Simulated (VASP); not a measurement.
# ZrS2 (P-3m1) in VASP: single point with PBE

Aim: the single point of ZrS2 with PBE.

Program: VASP 6.6.1. These are calculated values, not measurements. Logs are shortened: lines on timing, memory, paths and dates and some standing lists are left out, and cuts for length are marked.

## Step 1: The cell of the first run

Symmetry: P-3m1, No. 164, trigonal system. Conventional cell: a = 3.691 Å, b = 3.691 Å, c = 6.041 Å, α = 90.00°, β = 90.00°, γ = 120.00°. Within 3.4 Å of Zr (site symmetry -3m) lie 6 S at 2.57 Å. S (site symmetry 3m) has 3 Zr at 2.57 Å within 3.4 Å.

## Step 2: Single point, PBE

INCAR

```
PREC = Accurate
ENCUT = 500
EDIFF = 1E-6
ISMEAR = 0
SIGMA = 0.01
LREAL = False
LASPH = True
NELM = 120
ALGO = Normal
ISIF = 2
LWAVE = False
LCHARG = False
GGA = PE
NBANDS = 19
GGA_COMPAT = False
```

KPOINTS

```
regular mesh
0
Gamma
  3 3 2
```

POSCAR

```
ZrS2
1.0
    3.6913830000      0.0000000000      0.0000000000
   -1.8456910000      3.1968310000      0.0000000000
    0.0000000000      0.0000000000      6.0410770000
Zr S
1 2
Direct
    0.0000000000      0.0000000000      0.0000000000
    0.6666666667      0.3333333333      0.7620900000
    0.3333333333      0.6666666667      0.2379100000
```

Potentials or basis: VASP PAW PBE potentials, release 64 (Zr_sv, S).

Command:

```sh
$ cat potpaw_PBE.64/Zr_sv/POTCAR potpaw_PBE.64/S/POTCAR > POTCAR
$ mpirun -np 1 vasp_std > vasp.out
```

OUTCAR:

```text
PREC = Accurate
   ENCUT = 500
   EDIFF = 1E-6
   ISMEAR = 0
   LREAL = False
   LASPH = True
   NELM = 120
   ISIF = 2
   GGA = PE

 ion  position               nearest neighbor table
   1  0.000  0.000  0.000-   3 2.57   2 2.57   3 2.57   2 2.57   2 2.57   3 2.57
   2  0.667  0.333  0.762-   1 2.57   1 2.57   1 2.57
   3  0.333  0.667  0.238-   1 2.57   1 2.57   1 2.57

  LATTYP: Found a hexagonal cell.
 ALAT       =     3.6913830000
 C/A-ratio  =     1.6365348705

  Lattice vectors:

 A1 = (   3.6913830000,   0.0000000000,   0.0000000000)
 A2 = (  -1.8456910000,   3.1968310000,   0.0000000000)
 A3 = (   0.0000000000,   0.0000000000,   6.0410770000)

Analysis of symmetry for initial positions (statically):
=====================================================================
 Subroutine PRICEL returns:
 Original cell was already a primitive cell.

 Routine SETGRP: Setting up the symmetry group for a
 hexagonal supercell.

 Subroutine GETGRP returns: Found 12 space group operations
 (whereof 12 operations were pure point group operations)
 out of a pool of 24 trial point group operations.

The static configuration has the point symmetry D_3d.

Analysis of symmetry for dynamics (positions and initial velocities):
=====================================================================
 Subroutine PRICEL returns:
 Original cell was already a primitive cell.

 Routine SETGRP: Setting up the symmetry group for a
 hexagonal supercell.

 Subroutine GETGRP returns: Found 12 space group operations
 (whereof 12 operations were pure point group operations)
 out of a pool of 24 trial point group operations.

The dynamic configuration has the point symmetry D_3d.

 Subroutine INISYM returns: Found 12 space group operations
 (whereof 12 operations are pure point group operations),
 and found     1 'primitive' translations

----------------------------------------------------------------------------------------

                                     Primitive cell

  volume of cell :      71.2891

  direct lattice vectors                    reciprocal lattice vectors
     3.691383000  0.000000000  0.000000000     0.270901177  0.156404847  0.000000000
    -1.845691000  3.196831000  0.000000000     0.000000000  0.312809779  0.000000000
     0.000000000  0.000000000  6.041077000     0.000000000  0.000000000  0.165533397

  length of vectors
     3.691383000  3.691382358  6.041077000     0.312809725  0.312809779  0.165533397

  position of ions in fractional coordinates (direct lattice)
     0.000000000  0.000000000  0.000000000
     0.666666667  0.333333333  0.762090000
     0.333333333  0.666666667  0.237910000

  ion indices of the primitive-cell ions
   primitive index   ion index
                 1           1
                 2           2
                 3           3

----------------------------------------------------------------------------------------

 KPOINTS: regular mesh

Automatic generation of k-mesh.
 Grid dimensions read from file:
 generate k-points for:    3    3    2

 Generating k-lattice:

  Cartesian coordinates                     Fractional coordinates (reciprocal lattice)
     0.090300392  0.052134949  0.000000000     0.333333333  0.000000000  0.000000000
     0.000000000  0.104269926  0.000000000     0.000000000  0.333333333  0.000000000
     0.000000000  0.000000000  0.082766699     0.000000000  0.000000000  0.500000000

  Length of vectors
     0.104269908  0.104269926  0.082766699

  Shift w.r.t. Gamma in fractional coordinates (k-lattice)
     0.000000000  0.000000000  0.000000000

 Subroutine IBZKPT returns following result:
 ===========================================

 Found      6 irreducible k-points:

 Following reciprocal coordinates:
            Coordinates               Weight
  0.000000  0.000000  0.000000      1.000000
  0.333333 -0.000000  0.000000      6.000000
  0.333333  0.333333  0.000000      2.000000
  0.000000  0.000000  0.500000      1.000000
  0.333333 -0.000000  0.500000      6.000000
  0.333333  0.333333  0.500000      2.000000
   k-points           NKPTS =      6   k-points in BZ     NKDIM =      6   number of bands    NBANDS=     19
   number of dos      NEDOS =    301   number of ions     NIONS =      3
   total plane-waves  NPLWV =  37632
   dimension x,y,z NGX =    28 NGY =   28 NGZ =   48
   dimension x,y,z NGXF=    56 NGYF=   56 NGZF=   96
   ions per type =               1   2
   NGX,Y,Z   is equivalent  to a cutoff of  12.61, 12.61, 13.21 a.u.
   NGXF,Y,Z  is equivalent  to a cutoff of  25.22, 25.22, 26.42 a.u.
 SYSTEM =  unknown system
   PREC   = accura    normal or accurate (medium, high low for compatibility)
   ISTART =      0    job   : 0-new  1-cont  2-samecut
   ICHARG =      2    charge: 1-file 2-atom 10-const
   ISPIN  =      1    spin polarized calculation?
   LNONCOLLINEAR =      F non collinear calculations
   LSORBIT =      F    spin-orbit coupling
   LASPH  =      T    aspherical Exc in radial PAW
   ENCUT  =  500.0 eV  36.75 Ry    6.06 a.u.   6.73  6.73 11.01*2*pi/ulx,y,z
   NELM   =    120;   NELMIN=  2; NELMDL= -5     # of ELM steps
   EDIFF  = 0.1E-05   stopping-criterion for ELM
   LREAL  =      F    real-space projection
   EDIFFG = 0.1E-04   stopping-criterion for IOM
   NSW    =      0    number of steps for IOM
   IBRION =     -1    ionic relax: 0-MD 1-quasi-New 2-CG
   NFREE  =      0    steps in history (QN), initial steepest desc. (CG)
   ISIF   =      2    stress and relaxation
   ISYM   =      2    0-nonsym 1-usesym 2-fastsym
   POTIM  = 0.5000    time-step for ionic-motion
   TEBEG  =    0.0;   TEEND  =   0.0 temperature during run
   PSTRESS=    0.0 pullay stress
   NELECT =      24.0000    total number of electrons
   NUPDOWN=      -1.0000    fix difference up-down
   EMIN   =  10.00;   EMAX   =-10.00  energy-range for DOS
   EFERMI =   0.00;   METHOD = LEGACY
   ISMEAR =     0;   SIGMA  =   0.01  broadening in eV -4-tet -1-fermi 0-gaus
   EFERMI_NEDOS =   21; number of points for ismear=-14 and -15
   IALGO  =     38    algorithm
   IMIX   =      4    mixing-type and parameters
     AMIX     =   0.40;   BMIX     =  1.00
     AMIX_MAG =   1.60;   BMIX_MAG =  1.00
  volume/ion in A,a.u.               =      23.76       160.36
  Fermi-wavevector in a.u.,A,eV,Ry     =   1.138861  2.152136 17.646827  1.297005
  Thomas-Fermi vector in A             =   2.275565
   LORBIT       =      0    0 simple, 1 ext, 2 COOP (PROOUT), +10 PAW based schemes
   GGA     = PE    functional components
   LHFCALC =     F    Hartree Fock is set to
   AEXX    =    0.0000 exact exchange contribution
   IVDW    =     0    specifies the selected vdW correction
   LEPSILON=     F    determine dielectric tensor
   LRPA    =     F    only Hartree local field effects (RPA)
 non-spin polarized calculation
 Gauss-broadening in eV      SIGMA  =   0.01
  energy-cutoff  :      500.00
  volume of cell :       71.29
 maximum number of plane-waves:      1834
 NGX is ok and might be reduce to    28
   NGX = 13   NGY = 13   NGZ = 23

 number of electron      23.9999999 magnetization

 Free energy of the ion-electron system (eV)
  ---------------------------------------------------
  ext. energy  EPLUGINS =         0.00000000
  ---------------------------------------------------
  free energy    TOTEN  =       -21.26216782 eV

  energy without entropy =      -21.26216782  energy(sigma->0) =      -21.26216782

 E-fermi :   4.1695     XC(G=0):  -9.3147

 val. band max:        4.1043052331   @ k =   0.0000   0.0000   0.0000
 cond. band min:       5.3338153217   @ k =   0.3333  -0.0000   0.5000
 fundamental gap:      1.2295100886
 Fermi energy:         4.1695447142

 k-point     1 :       0.0000    0.0000    0.0000
  band No.  band energies     occupation
      1     -44.9332      2.00000
      2     -23.0078      2.00000
      3     -22.8256      2.00000
      4     -22.8256      2.00000
      5      -8.4043      2.00000
      6      -7.0086      2.00000
[... 11 lines left out ...]
     18       9.9175      0.00000
     19      10.0359      0.00000

 k-point     2 :       0.3333   -0.0000    0.0000
  band No.  band energies     occupation
      1     -44.9203      2.00000
      2     -23.0105      2.00000
      3     -22.9669      2.00000
      4     -22.8656      2.00000
      5      -7.5944      2.00000
      6      -7.1532      2.00000
[... 11 lines left out ...]
     18      11.5946      0.00000
     19      12.3496      0.00000

 k-point     3 :       0.3333    0.3333    0.0000
  band No.  band energies     occupation
      1     -44.9138      2.00000
      2     -22.9929      2.00000
      3     -22.9929      2.00000
      4     -22.9485      2.00000
      5      -7.1653      2.00000
      6      -7.1653      2.00000
[... 11 lines left out ...]
     18      11.9846      0.00000
     19      13.8373      0.00000

 k-point     4 :       0.0000    0.0000    0.5000
  band No.  band energies     occupation
      1     -44.9333      2.00000
      2     -23.0082      2.00000
      3     -22.8256      2.00000
      4     -22.8256      2.00000
      5      -8.2156      2.00000
      6      -7.2972      2.00000
[... 11 lines left out ...]
     18      10.4002      0.00000
     19      11.6666      0.00000

 k-point     5 :       0.3333   -0.0000    0.5000
  band No.  band energies     occupation
      1     -44.9203      2.00000
      2     -23.0104      2.00000
      3     -22.9671      2.00000
      4     -22.8656      2.00000
      5      -7.5358      2.00000
      6      -7.2130      2.00000
[... 11 lines left out ...]
     18      10.9673      0.00000
     19      11.8652      0.00000

 k-point     6 :       0.3333    0.3333    0.5000
  band No.  band energies     occupation
      1     -44.9138      2.00000
      2     -22.9929      2.00000
      3     -22.9929      2.00000
      4     -22.9486      2.00000
      5      -7.1674      2.00000
      6      -7.1674      2.00000
[... 11 lines left out ...]
     18      12.4087      0.00000
     19      12.7544      0.00000

------------------------ aborting loop because EDIFF is reached ----------------------------------------

  FORCE on cell =-STRESS in cart. coord.  units (eV):
  Direction    XX          YY          ZZ          XY          YZ          ZX
  --------------------------------------------------------------------------------------
  -------------------------------------------------------------------------------------
  Total        0.5660913      0.5660912      0.2668573      0.0000001      0.0000000      0.0000000
  in kB       12.7225432     12.7225396      5.9974494      0.0000020      0.0000000      0.0000000
  external PRESSURE =      10.4808440 kB  Pullay stress =       0.0000000 kB

 VOLUME and BASIS-vectors are now :
 -----------------------------------------------------------------------------
  energy-cutoff  :      500.00
  volume of cell :       71.29
      direct lattice vectors                 reciprocal lattice vectors
     3.691383000  0.000000000  0.000000000     0.270901177  0.156404847  0.000000000
    -1.845691000  3.196831000  0.000000000     0.000000000  0.312809779  0.000000000
     0.000000000  0.000000000  6.041077000     0.000000000  0.000000000  0.165533397

 POSITION                                       TOTAL-FORCE (eV/Angst)
 -----------------------------------------------------------------------------------
      0.00000      0.00000      0.00000         0.000000      0.000000      0.000000
      1.84569      1.06561      4.60384         0.000000      0.000000      0.058622
      0.00000      2.13122      1.43723        -0.000000     -0.000000     -0.058622
 -----------------------------------------------------------------------------------
    total drift:                                0.000000      0.000000     -0.000000

  FREE ENERGIE OF THE ION-ELECTRON SYSTEM (eV)
  ---------------------------------------------------
  free  energy   TOTEN  =       -21.2621678168 eV

  energy  without entropy=      -21.2621678168  energy(sigma->0) =      -21.26216782
```

Run time: 8.6 s. Hardware: 1 thread of AMD EPYC 9R14 (Zen 4), shared host; peak memory 0.15 GiB.

Results:

* Free energy: -21.2622 eV
* Pressure: 1.0 GPa
* Largest force: 0.059 eV/Å
* Band gap on the k mesh: 1.23 eV, indirect (least direct gap 1.58 eV)

Forces in eV/Å, atoms in the order of the input:
```
Zr   0.000  0.000  0.000
S    0.000  0.000  0.059
S    0.000  0.000 -0.059
```

Stress tensor (GPa, compression positive):
```
1.27 0.00 0.00
0.00 1.27 0.00
0.00 0.00 0.60
```

Caveat: the k points lie up to 0.66 Å⁻¹ apart; this functional lacks dispersion, which binds the layers, so the pressure and a relaxed spacing across them are unreliable. A hybrid or GW would open this gap; PBE tends to underestimate it.
